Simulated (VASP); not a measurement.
# BeZn4O (P4) in VASP: single point with PBE

Aim: the single point of BeZn4O with PBE.

Everything below comes from runs of VASP 6.6.1. Logs are shortened: lines on timing, memory, paths and dates and some standing lists are left out, and cuts for length are marked.

### 1 The cell of the first run

It takes space group P4 (No. 75, tetragonal). Conventional cell: a = 5.251 Å, b = 5.251 Å, c = 3.255 Å, α = 90.00°, β = 90.00°, γ = 90.00°. Within 3.2 Å of Be (site symmetry 4) lie 8 Zn at 2.43 to 2.44 Å. Within 2.7 Å of Zn (site symmetry 1) lie 1 O at 2.01 Å and 2 Be at 2.43 to 2.44 Å and 2 Zn at 2.56 Å. O (site symmetry 4) has 4 Zn at 2.01 Å within 2.7 Å.

### 2 Single point, PBE

INCAR reads:

```
  ALGO = Normal
  EDIFF = 1E-6
  ENCUT = 600
  GGA = PE
  GGA_COMPAT = False
  ISIF = 2
  ISMEAR = 0
  LASPH = True
  LCHARG = True
  LELF = True
  LREAL = False
  LVHAR = True
  LWAVE = False
  NBANDS = 37
  NELM = 120
  PREC = Accurate
  SIGMA = 0.2
```

KPOINTS reads:

```
k-points
0
Gamma
  4 4 3
```

POSCAR reads:

```
BeZn4O
1.0
    5.2506300991      0.0000000000      0.0000000000
    0.0000000000      5.2506300991      0.0000000000
    0.0000000000      0.0000000000      3.2547088615
Be Zn O
1 4 1
Direct
    0.0000000000      0.0000000000      0.0009392845
    0.7034891200      0.1767307868      0.5017608454
    0.2965108800      0.8232692132      0.5017608454
    0.8232692132      0.7034891200      0.5017608454
    0.1767307868      0.2965108800      0.5017608454
    0.5000000000      0.5000000000      0.4974890938
```

Potentials or basis: VASP PAW PBE potentials, release 64 (Be, Zn, O).

Command:

```bash
cat potpaw_PBE.64/Be/POTCAR potpaw_PBE.64/Zn/POTCAR potpaw_PBE.64/O/POTCAR > POTCAR
mpirun -np 1 vasp_std > vasp.out
```

OUTCAR:

```text
EDIFF = 1E-6
   ENCUT = 600
   GGA = PE
   ISIF = 2
   ISMEAR = 0
   LASPH = True
   LREAL = False
   NELM = 120
   PREC = Accurate

 ion  position               nearest neighbor table
   1  0.000  0.000  0.001-   2 2.43   3 2.43   4 2.43   5 2.43   2 2.44   3 2.44   4 2.44   5 2.44

   2  0.703  0.177  0.502-   6 2.01   1 2.43   1 2.44   4 2.56   5 2.56   3 2.83   4 2.84   5 2.84

   3  0.297  0.823  0.502-   6 2.01   1 2.43   1 2.44   4 2.56   5 2.56   2 2.83   4 2.84   5 2.84

   4  0.823  0.703  0.502-   6 2.01   1 2.43   1 2.44   2 2.56   3 2.56   5 2.83   2 2.84   3 2.84

   5  0.177  0.297  0.502-   6 2.01   1 2.43   1 2.44   2 2.56   3 2.56   4 2.83   2 2.84   3 2.84

   6  0.500  0.500  0.497-   2 2.01   3 2.01   4 2.01   5 2.01

  LATTYP: Found a simple tetragonal cell.
 ALAT       =     5.2506300991
 C/A-ratio  =     0.6198701489

  Lattice vectors:

 A1 = (   5.2506300991,   0.0000000000,   0.0000000000)
 A2 = (   0.0000000000,   5.2506300991,   0.0000000000)
 A3 = (   0.0000000000,   0.0000000000,   3.2547088615)

Analysis of symmetry for initial positions (statically):
=====================================================================
 Subroutine PRICEL returns:
 Original cell was already a primitive cell.

 Routine SETGRP: Setting up the symmetry group for a
 simple tetragonal supercell.

 Subroutine GETGRP returns: Found  4 space group operations
 (whereof  4 operations were pure point group operations)
 out of a pool of 16 trial point group operations.

The static configuration has the point symmetry     .

Analysis of symmetry for dynamics (positions and initial velocities):
=====================================================================
 Subroutine PRICEL returns:
 Original cell was already a primitive cell.

 Routine SETGRP: Setting up the symmetry group for a
 simple tetragonal supercell.

 Subroutine GETGRP returns: Found  4 space group operations
 (whereof  4 operations were pure point group operations)
 out of a pool of 16 trial point group operations.

The dynamic configuration has the point symmetry     .

 Subroutine INISYM returns: Found  4 space group operations
 (whereof  4 operations are pure point group operations),
 and found     1 'primitive' translations

----------------------------------------------------------------------------------------

                                     Primitive cell

  volume of cell :      89.7294

  direct lattice vectors                    reciprocal lattice vectors
     5.250630099  0.000000000  0.000000000     0.190453332  0.000000000  0.000000000
     0.000000000  5.250630099  0.000000000     0.000000000  0.190453332  0.000000000
     0.000000000  0.000000000  3.254708862     0.000000000  0.000000000  0.307247143

  length of vectors
     5.250630099  5.250630099  3.254708862     0.190453332  0.190453332  0.307247143

  position of ions in fractional coordinates (direct lattice)
     0.000000000  0.000000000  0.000939284
     0.703489120  0.176730787  0.501760845
     0.296510880  0.823269213  0.501760845
     0.823269213  0.703489120  0.501760845
     0.176730787  0.296510880  0.501760845
     0.500000000  0.500000000  0.497489094

  ion indices of the primitive-cell ions
   primitive index   ion index
                 1           1
                 2           2
                 3           3
                 4           4
                 5           5
                 6           6

----------------------------------------------------------------------------------------

 KPOINTS: k-points

Automatic generation of k-mesh.
 Grid dimensions read from file:
 generate k-points for:    4    4    3

 Generating k-lattice:

  Cartesian coordinates                     Fractional coordinates (reciprocal lattice)
     0.047613333  0.000000000  0.000000000     0.250000000  0.000000000  0.000000000
     0.000000000  0.047613333  0.000000000     0.000000000  0.250000000  0.000000000
     0.000000000  0.000000000  0.102415714     0.000000000  0.000000000  0.333333333

  Length of vectors
     0.047613333  0.047613333  0.102415714

  Shift w.r.t. Gamma in fractional coordinates (k-lattice)
     0.000000000  0.000000000  0.000000000

 Subroutine IBZKPT returns following result:
 ===========================================

 Found     12 irreducible k-points:

 Following reciprocal coordinates:
            Coordinates               Weight
  0.000000  0.000000  0.000000      1.000000
  0.250000  0.000000  0.000000      4.000000
  0.500000  0.000000  0.000000      2.000000
  0.250000  0.250000  0.000000      4.000000
  0.500000  0.250000  0.000000      4.000000
  0.500000  0.500000  0.000000      1.000000
  0.000000  0.000000  0.333333      2.000000
  0.250000  0.000000  0.333333      8.000000
  0.500000  0.000000  0.333333      4.000000
  0.250000  0.250000  0.333333      8.000000
  0.500000  0.250000  0.333333      8.000000
  0.500000  0.500000  0.333333      2.000000
   k-points           NKPTS =     12   k-points in BZ     NKDIM =     12   number of bands    NBANDS=     37
   number of dos      NEDOS =    301   number of ions     NIONS =      6
   total plane-waves  NPLWV =  49392
   dimension x,y,z NGX =    42 NGY =   42 NGZ =   28
   dimension x,y,z NGXF=    84 NGYF=   84 NGZF=   56
   ions per type =               1   4   1
   NGX,Y,Z   is equivalent  to a cutoff of  13.30, 13.30, 14.30 a.u.
   NGXF,Y,Z  is equivalent  to a cutoff of  26.60, 26.60, 28.60 a.u.
 SYSTEM =  unknown system
   PREC   = accura    normal or accurate (medium, high low for compatibility)
   ISTART =      0    job   : 0-new  1-cont  2-samecut
   ICHARG =      2    charge: 1-file 2-atom 10-const
   ISPIN  =      1    spin polarized calculation?
   LNONCOLLINEAR =      F non collinear calculations
   LSORBIT =      F    spin-orbit coupling
   LASPH  =      T    aspherical Exc in radial PAW
   ENCUT  =  600.0 eV  44.10 Ry    6.64 a.u.  10.49 10.49  6.50*2*pi/ulx,y,z
   NELM   =    120;   NELMIN=  2; NELMDL= -5     # of ELM steps
   EDIFF  = 0.1E-05   stopping-criterion for ELM
   LREAL  =      F    real-space projection
   EDIFFG = 0.1E-04   stopping-criterion for IOM
   NSW    =      0    number of steps for IOM
   IBRION =     -1    ionic relax: 0-MD 1-quasi-New 2-CG
   NFREE  =      0    steps in history (QN), initial steepest desc. (CG)
   ISIF   =      2    stress and relaxation
   ISYM   =      2    0-nonsym 1-usesym 2-fastsym
   POTIM  = 0.5000    time-step for ionic-motion
   TEBEG  =    0.0;   TEEND  =   0.0 temperature during run
   PSTRESS=    0.0 pullay stress
   NELECT =      56.0000    total number of electrons
   NUPDOWN=      -1.0000    fix difference up-down
   EMIN   =  10.00;   EMAX   =-10.00  energy-range for DOS
   EFERMI =   0.00;   METHOD = LEGACY
   ISMEAR =     0;   SIGMA  =   0.20  broadening in eV -4-tet -1-fermi 0-gaus
   EFERMI_NEDOS =   21; number of points for ismear=-14 and -15
   IALGO  =     38    algorithm
   IMIX   =      4    mixing-type and parameters
     AMIX     =   0.40;   BMIX     =  1.00
     AMIX_MAG =   1.60;   BMIX_MAG =  1.00
  volume/ion in A,a.u.               =      14.95       100.92
  Fermi-wavevector in a.u.,A,eV,Ry     =   1.399026  2.643776 26.630333  1.957274
  Thomas-Fermi vector in A             =   2.522126
   LORBIT       =      0    0 simple, 1 ext, 2 COOP (PROOUT), +10 PAW based schemes
   GGA     = PE    functional components
   LHFCALC =     F    Hartree Fock is set to
   AEXX    =    0.0000 exact exchange contribution
   IVDW    =     0    specifies the selected vdW correction
   LEPSILON=     F    determine dielectric tensor
   LRPA    =     F    only Hartree local field effects (RPA)
 non-spin polarized calculation
 Gauss-broadening in eV      SIGMA  =   0.20
  energy-cutoff  :      600.00
  volume of cell :       89.73
 maximum number of plane-waves:      3017
 NGX is ok and might be reduce to    42
   NGX = 21   NGY = 21   NGZ = 13

 number of electron      56.0000065 magnetization

 Free energy of the ion-electron system (eV)
  ---------------------------------------------------
  ext. energy  EPLUGINS =         0.00000000
  ---------------------------------------------------
  free energy    TOTEN  =       -14.11316767 eV

  energy without entropy =      -14.09123210  energy(sigma->0) =      -14.10219989

 E-fermi :   2.3813     XC(G=0): -10.4541

 val. band max:        2.3590916912   @ k =   0.5000   0.0000   0.0000
 cond. band min:       2.4195646759   @ k =   0.0000   0.0000   0.0000
 fundamental gap:      0.0604729847
 Fermi energy:         2.3812907776

 k-point     1 :       0.0000    0.0000    0.0000
  band No.  band energies     occupation
      1     -16.7279      2.00000
      2      -6.2749      2.00000
      3      -6.0079      2.00000
      4      -6.0079      2.00000
      5      -5.4492      2.00000
      6      -5.2809      2.00000
[... 29 lines left out ...]
     36      11.8793      0.00000
     37      11.8793      0.00000

 k-point     2 :       0.2500    0.0000    0.0000
  band No.  band energies     occupation
      1     -16.7216      2.00000
      2      -6.5438      2.00000
      3      -5.9779      2.00000
      4      -5.5763      2.00000
      5      -5.4393      2.00000
      6      -5.2478      2.00000
[... 29 lines left out ...]
     36      10.9442      0.00000
     37      12.2226      0.00000

 k-point     3 :       0.5000    0.0000    0.0000
  band No.  band energies     occupation
      1     -16.7153      2.00000
      2      -6.6607      2.00000
      3      -5.8725      2.00000
      4      -5.4835      2.00000
      5      -5.4649      2.00000
      6      -5.1905      2.00000
[... 29 lines left out ...]
     36      10.8036      0.00000
     37      11.8381      0.00000
[... 281 lines left out ...]
 k-point    11 :       0.5000    0.2500    0.3333
  band No.  band energies     occupation
      1     -16.5930      2.00000
      2      -6.0963      2.00000
      3      -5.8002      2.00000
      4      -5.4335      2.00000
      5      -5.3732      2.00000
      6      -5.2825      2.00000
[... 29 lines left out ...]
     36       9.3886      0.00000
     37       9.6481      0.00000

 k-point    12 :       0.5000    0.5000    0.3333
  band No.  band energies     occupation
      1     -16.5889      2.00000
      2      -5.7895      2.00000
      3      -5.7890      2.00000
      4      -5.6178      2.00000
      5      -5.3354      2.00000
      6      -5.2543      2.00000
[... 29 lines left out ...]
     36       9.3125      0.00000
     37      10.2694      0.00000

------------------------ aborting loop because EDIFF is reached ----------------------------------------

  FORCE on cell =-STRESS in cart. coord.  units (eV):
  Direction    XX          YY          ZZ          XY          YZ          ZX
  --------------------------------------------------------------------------------------
  -------------------------------------------------------------------------------------
  Total        0.2786253      0.2786253     -0.0109420      0.0000040      0.0000000      0.0000000
  in kB        4.9750358      4.9750358     -0.1953764      0.0000707      0.0000000      0.0000000
  external PRESSURE =       3.2515650 kB  Pullay stress =       0.0000000 kB

 VOLUME and BASIS-vectors are now :
 -----------------------------------------------------------------------------
  energy-cutoff  :      600.00
  volume of cell :       89.73
      direct lattice vectors                 reciprocal lattice vectors
     5.250630099  0.000000000  0.000000000     0.190453332  0.000000000  0.000000000
     0.000000000  5.250630099  0.000000000     0.000000000  0.190453332  0.000000000
     0.000000000  0.000000000  3.254708862     0.000000000  0.000000000  0.307247143

 POSITION                                       TOTAL-FORCE (eV/Angst)
 -----------------------------------------------------------------------------------
      0.00000      0.00000      0.00306         0.000000      0.000000      0.003107
      3.69376      0.92795      1.63309         0.000531     -0.015302     -0.002321
      1.55687      4.32268      1.63309        -0.000531      0.015302     -0.002321
      4.32268      3.69376      1.63309         0.015302      0.000531     -0.002321
      0.92795      1.55687      1.63309        -0.015302     -0.000531     -0.002321
      2.62532      2.62532      1.61918        -0.000000     -0.000000      0.006176
 -----------------------------------------------------------------------------------
    total drift:                               -0.000000      0.000000     -0.002870

  FREE ENERGIE OF THE ION-ELECTRON SYSTEM (eV)
  ---------------------------------------------------
  free  energy   TOTEN  =       -14.1131676724 eV

  energy  without entropy=      -14.0912320995  energy(sigma->0) =      -14.10219989
```

Run time: 30 s. Hardware: 1 thread of AMD EPYC 9R45 (Zen 5), shared host; peak memory 0.19 GiB.

What came out:

```yaml
Free_energy: -14.1132 eV
Pressure: 0.3 GPa
Largest_force: 0.015 eV/Å
Band_gap_on_the_k_mesh: zero (band 28 reaches 3.04 eV, above the bottom of band 29 at 1.41 eV)
```

Forces in eV/Å, atoms in the order of the input:
```
Be   0.000  0.000  0.003
Zn   0.001 -0.015 -0.002
Zn  -0.001  0.015 -0.002
Zn   0.015  0.001 -0.002
Zn  -0.015 -0.001 -0.002
O    0.000  0.000  0.006
```

Caveat: the k points lie up to 0.64 Å⁻¹ apart.
